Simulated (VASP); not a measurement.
# MgC2 (P-3m1) in VASP: further runs, part 2 of 2

VASP 6.6.1.

## 3. Single point, PBEsol

This run uses another cell than the first one, of 7.55 Å³/atom.

The input, INCAR:

```
SYSTEM = MgC2
PREC = Accurate
ENCUT = 520
EDIFF = 1E-6
ISMEAR = 1
SIGMA = 0.01
LREAL = .False.
LASPH = .True.
NELM = 60
ALGO = Normal
ISIF = 2
LWAVE = .False.
LCHARG = .True.
GGA = PS
LELF = .True.
LVHAR = .True.
NBANDS = 12
```

The input, KPOINTS:

```
regular mesh
0
Gamma
  5 5 3
  0 0 0
```

The input, POSCAR:

```
MgC2
1.0
    2.5765113261      0.0000000000      0.0000000000
   -1.2882556630      2.2313242615      0.0000000000
    0.0000000000      0.0000000000      3.9393488155
Mg C
1 2
Direct
    0.0000000000      0.0000000000      0.0000000000
    0.3333333333      0.6666666667      0.4388996349
    0.6666666667      0.3333333333      0.5611003651
```

Potentials or basis: VASP PAW PBE potentials, release 64 (Mg, C).

Run with:

```sh
$ cat potpaw_PBE.64/Mg/POTCAR potpaw_PBE.64/C/POTCAR > POTCAR
$ mpirun -np 1 vasp_std > vasp.out
```

OUTCAR:

```text
SYSTEM = MgC2
   PREC = Accurate
   ENCUT = 520
   EDIFF = 1E-6
   ISMEAR = 1
   LREAL = .False.
   LASPH = .True.
   NELM = 60
   ISIF = 2
   GGA = PS

 ion  position               nearest neighbor table
   1  0.000  0.000  0.000-   2 2.28   3 2.28   2 2.28   3 2.28   3 2.28   2 2.28   3 2.66   2 2.66
                             2 2.66   3 2.66   3 2.66   2 2.66
   2  0.333  0.667  0.439-   3 1.56   3 1.56   3 1.56   1 2.28   1 2.28   1 2.28   1 2.66   1 2.66
                             1 2.66
   3  0.667  0.333  0.561-   2 1.56   2 1.56   2 1.56   1 2.28   1 2.28   1 2.28   1 2.66   1 2.66
                             1 2.66

  LATTYP: Found a hexagonal cell.
 ALAT       =     2.5765113261
 C/A-ratio  =     1.5289468265

  Lattice vectors:

 A1 = (   2.5765113261,   0.0000000000,   0.0000000000)
 A2 = (  -1.2882556630,   2.2313242615,   0.0000000000)
 A3 = (   0.0000000000,   0.0000000000,   3.9393488155)

Analysis of symmetry for initial positions (statically):
=====================================================================
 Subroutine PRICEL returns:
 Original cell was already a primitive cell.

 Routine SETGRP: Setting up the symmetry group for a
 hexagonal supercell.

 Subroutine GETGRP returns: Found 12 space group operations
 (whereof 12 operations were pure point group operations)
 out of a pool of 24 trial point group operations.

The static configuration has the point symmetry D_3d.

Analysis of symmetry for dynamics (positions and initial velocities):
=====================================================================
 Subroutine PRICEL returns:
 Original cell was already a primitive cell.

 Routine SETGRP: Setting up the symmetry group for a
 hexagonal supercell.

 Subroutine GETGRP returns: Found 12 space group operations
 (whereof 12 operations were pure point group operations)
 out of a pool of 24 trial point group operations.

The dynamic configuration has the point symmetry D_3d.

 Subroutine INISYM returns: Found 12 space group operations
 (whereof 12 operations are pure point group operations),
 and found     1 'primitive' translations

----------------------------------------------------------------------------------------

                                     Primitive cell

  volume of cell :      22.6474

  direct lattice vectors                    reciprocal lattice vectors
     2.576511326  0.000000000  0.000000000     0.388121717  0.224082178  0.000000000
    -1.288255663  2.231324262  0.000000000     0.000000000  0.448164356  0.000000000
     0.000000000  0.000000000  3.939348815     0.000000000  0.000000000  0.253849062

  length of vectors
     2.576511326  2.576511326  3.939348815     0.448164356  0.448164356  0.253849062

  position of ions in fractional coordinates (direct lattice)
     0.000000000  0.000000000  0.000000000
     0.333333333  0.666666667  0.438899635
     0.666666667  0.333333333  0.561100365

  ion indices of the primitive-cell ions
   primitive index   ion index
                 1           1
                 2           2
                 3           3

----------------------------------------------------------------------------------------

[... 39 lines left out ...]
   number of dos      NEDOS =    301   number of ions     NIONS =      3
   total plane-waves  NPLWV =  12000
   dimension x,y,z NGX =    20 NGY =   20 NGZ =   30
   dimension x,y,z NGXF=    40 NGYF=   40 NGZF=   60
   ions per type =               1   2
   NGX,Y,Z   is equivalent  to a cutoff of  12.90, 12.90, 12.66 a.u.
   NGXF,Y,Z  is equivalent  to a cutoff of  25.81, 25.81, 25.32 a.u.
 SYSTEM =  MgC2
   PREC   = accura    normal or accurate (medium, high low for compatibility)
   ISTART =      0    job   : 0-new  1-cont  2-samecut
   ICHARG =      2    charge: 1-file 2-atom 10-const
   ISPIN  =      1    spin polarized calculation?
   LNONCOLLINEAR =      F non collinear calculations
   LSORBIT =      F    spin-orbit coupling
   LASPH  =      T    aspherical Exc in radial PAW
   ENCUT  =  520.0 eV  38.22 Ry    6.18 a.u.   4.79  4.79  7.32*2*pi/ulx,y,z
   NELM   =     60;   NELMIN=  2; NELMDL= -5     # of ELM steps
   EDIFF  = 0.1E-05   stopping-criterion for ELM
   LREAL  =      F    real-space projection
   EDIFFG = 0.1E-04   stopping-criterion for IOM
   NSW    =      0    number of steps for IOM
   IBRION =     -1    ionic relax: 0-MD 1-quasi-New 2-CG
   NFREE  =      0    steps in history (QN), initial steepest desc. (CG)
   ISIF   =      2    stress and relaxation
   ISYM   =      2    0-nonsym 1-usesym 2-fastsym
   POTIM  = 0.5000    time-step for ionic-motion
   TEBEG  =    0.0;   TEEND  =   0.0 temperature during run
   PSTRESS=    0.0 pullay stress
   NELECT =      10.0000    total number of electrons
   NUPDOWN=      -1.0000    fix difference up-down
   EMIN   =  10.00;   EMAX   =-10.00  energy-range for DOS
   EFERMI =   0.00;   METHOD = LEGACY
   ISMEAR =     1;   SIGMA  =   0.01  broadening in eV -4-tet -1-fermi 0-gaus
   EFERMI_NEDOS =   21; number of points for ismear=-14 and -15
   IALGO  =     38    algorithm
   IMIX   =      4    mixing-type and parameters
     AMIX     =   0.40;   BMIX     =  1.00
     AMIX_MAG =   1.60;   BMIX_MAG =  1.00
  volume/ion in A,a.u.               =       7.55        50.94
  Fermi-wavevector in a.u.,A,eV,Ry     =   1.246623  2.355776 21.144388  1.554069
  Thomas-Fermi vector in A             =   2.380792
   LORBIT       =      0    0 simple, 1 ext, 2 COOP (PROOUT), +10 PAW based schemes
   GGA     = PS    functional components
   LHFCALC =     F    Hartree Fock is set to
   AEXX    =    0.0000 exact exchange contribution
   IVDW    =     0    specifies the selected vdW correction
   LEPSILON=     F    determine dielectric tensor
   LRPA    =     F    only Hartree local field effects (RPA)
 non-spin polarized calculation
 Methfessel and Paxton  Order N= 1 SIGMA  =   0.01
  energy-cutoff  :      520.00
  volume of cell :       22.65
 maximum number of plane-waves:       615
 NGX is ok and might be reduce to    20
   NGX =  9   NGY =  9   NGZ = 15

 number of electron      10.0000001 magnetization

 Free energy of the ion-electron system (eV)
  ---------------------------------------------------
  ext. energy  EPLUGINS =         0.00000000
  ---------------------------------------------------
  free energy    TOTEN  =       -19.29770373 eV

  energy without entropy =      -19.29770373  energy(sigma->0) =      -19.29770373

 E-fermi :   8.6065     XC(G=0): -12.3031

 val. band max:        8.5344736548   @ k =   0.2000   0.0000   0.3333
 cond. band min:      10.9863975952   @ k =   0.4000   0.0000   0.0000
 fundamental gap:      2.4519239404
 Fermi energy:         8.6065314454

 k-point     1 :       0.0000    0.0000    0.0000
  band No.  band energies     occupation
      1     -10.8489      2.00000
      2      -0.0460      2.00000
      3       3.9148      2.00000
      4       6.3466      2.00000
      5       6.3466      2.00000
      6      14.6616      0.00000
      7      14.6616      0.00000
      8      16.8450      0.00000
      9      16.9489      0.00000
     10      24.4453      0.00000
     11      24.8074      0.00000
     12      26.8189      0.00000
[... 151 lines left out ...]
 k-point    12 :       0.4000    0.2000    0.3333
  band No.  band energies     occupation
      1      -5.0051      2.00000
      2      -3.7095      2.00000
      3       0.4390      2.00000
      4       3.7123      2.00000
      5       5.6797      2.00000
      6      13.2022      0.00000
      7      14.6536      0.00000
      8      15.8587      0.00000
      9      17.1510      0.00000
     10      21.6710      0.00000
     11      22.4724      0.00000
     12      24.2488      0.00000

------------------------ aborting loop because EDIFF is reached ----------------------------------------

  FORCE on cell =-STRESS in cart. coord.  units (eV):
  Direction    XX          YY          ZZ          XY          YZ          ZX
  --------------------------------------------------------------------------------------
  -------------------------------------------------------------------------------------
  Total        2.9764124      2.9764124      2.8136227      0.0000000      0.0000000      0.0000000
  in kB      210.5641878    210.5641878    199.0477475      0.0000000      0.0000000      0.0000000
  external PRESSURE =     206.7253744 kB  Pullay stress =       0.0000000 kB

 VOLUME and BASIS-vectors are now :
 -----------------------------------------------------------------------------
  energy-cutoff  :      520.00
  volume of cell :       22.65
      direct lattice vectors                 reciprocal lattice vectors
     2.576511326  0.000000000  0.000000000     0.388121717  0.224082178  0.000000000
    -1.288255663  2.231324262  0.000000000     0.000000000  0.448164356  0.000000000
     0.000000000  0.000000000  3.939348815     0.000000000  0.000000000  0.253849062

 POSITION                                       TOTAL-FORCE (eV/Angst)
 -----------------------------------------------------------------------------------
      0.00000      0.00000      0.00000         0.000000      0.000000      0.000000
     -0.00000      1.48755      1.72898        -0.000000      0.000000     -0.025646
      1.28826      0.74377      2.21037         0.000000      0.000000      0.025646
 -----------------------------------------------------------------------------------
    total drift:                               -0.000000     -0.000000      0.000000

  FREE ENERGIE OF THE ION-ELECTRON SYSTEM (eV)
  ---------------------------------------------------
  free  energy   TOTEN  =       -19.2977037300 eV

  energy  without entropy=      -19.2977037300  energy(sigma->0) =      -19.29770373
```

OSZICAR:

```text
N       E                     dE             d eps       ncg     rms          rms(c)
DAV:   1     0.848887728646E+01    0.84889E+01   -0.54397E+03   304   0.757E+02
DAV:   2    -0.194290760499E+02   -0.27918E+02   -0.26401E+02   376   0.125E+02
DAV:   3    -0.203783350002E+02   -0.94926E+00   -0.94687E+00   380   0.203E+01
DAV:   4    -0.203810972456E+02   -0.27622E-02   -0.27621E-02   320   0.133E+00
DAV:   5    -0.203811073839E+02   -0.10138E-04   -0.10138E-04   380   0.762E-02    0.589E+00
DAV:   6    -0.194257343482E+02    0.95537E+00   -0.20346E+00   328   0.642E+00    0.292E+00
DAV:   7    -0.193103378241E+02    0.11540E+00   -0.38435E-01   372   0.327E+00    0.133E+00
DAV:   8    -0.192978816006E+02    0.12456E-01   -0.22723E-02   340   0.890E-01    0.736E-02
DAV:   9    -0.192977088992E+02    0.17270E-03   -0.14737E-03   340   0.209E-01    0.439E-02
DAV:  10    -0.192977041128E+02    0.47864E-05   -0.50436E-05   360   0.528E-02    0.734E-03
DAV:  11    -0.192977037300E+02    0.38276E-06   -0.14943E-06   300   0.949E-03
   1 F= -.19297704E+02 E0= -.19297704E+02  d E =0.654173E-24
```

Run time: 8.8 s. Hardware: 1 thread of Intel Xeon 8259CL, shared host; peak memory 0.13 GiB.

What came out:

```
Free energy            : -19.2977 eV
Pressure               : 20.7 GPa
Largest force          : 0.026 eV/Å
Band gap on the k mesh : 2.45 eV (least direct gap 4.28 eV)
```

Forces in eV/Å, atoms in the order of the input:
```
Mg   0.000  0.000  0.000
C    0.000  0.000 -0.026
C    0.000  0.000  0.026
```

Stress tensor (GPa, compression positive):
```
21.06  0.00  0.00
 0.00 21.06  0.00
 0.00  0.00 19.90
```

Caveat: the k points lie up to 0.56 Å⁻¹ apart; the PAW data sets were made with another functional, which shifts forces and pressure a little. A k mesh can miss the band edges.
